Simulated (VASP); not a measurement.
A run of VASP 6.6.1:

The input INCAR:

```
SYSTEM = Sr
ALGO     = Normal         ! electronic algorithm
EDIFF    = 1E-6           ! SCF threshold, eV
ENCUT    = 500            ! plane-wave cutoff, eV
GGA_COMPAT= .FALSE.      
ISIF     = 2              ! what is computed and relaxed
ISMEAR   = 1              ! smearing method
LASPH    = .TRUE.         ! aspherical terms in the spheres
LCHARG   = .TRUE.         ! write CHGCAR
LELF     = .TRUE.         ! ELF
LREAL    = .FALSE.        ! projectors in reciprocal space
LVHAR    = .TRUE.       
LWAVE    = .FALSE.        ! write WAVECAR
NBANDS   = 17             ! bands
NELM     = 120            ! most SCF steps
PREC     = Accurate       ! precision mode
SIGMA    = 0.15           ! smearing width, eV
```

File KPOINTS:

```
k-points
0
G
  3 3 2
  0 0 0
```

File POSCAR:

```
Sr
1.0
    4.3100000000      0.0000000000      0.0000000000
   -2.1550000000      3.7325694903      0.0000000000
    0.0000000000      0.0000000000      7.0500000000
Sr
2
Direct
    0.3333333333      0.6666666667      0.2500000000
    0.6666666667      0.3333333333      0.7500000000
```

Potentials or basis: VASP PAW LDA potentials, release 64 (Sr_sv).

The run is started by

```bash
$ cat potpaw_LDA.64/Sr_sv/POTCAR > POTCAR
$ mpirun -np 1 vasp_std > vasp.out
```

Hardware: 1 thread of Intel(R) Xeon(R) Platinum 8488C (Sapphire Rapids) (shared host).

Task: How long does it take, and how much memory?

Result: Run time: 7.9 s on 1 thread of Intel(R) Xeon(R) Platinum 8488C (Sapphire Rapids), on a shared host, peak memory 0.18 GiB. Counts: scf iterations 11, k points 6.
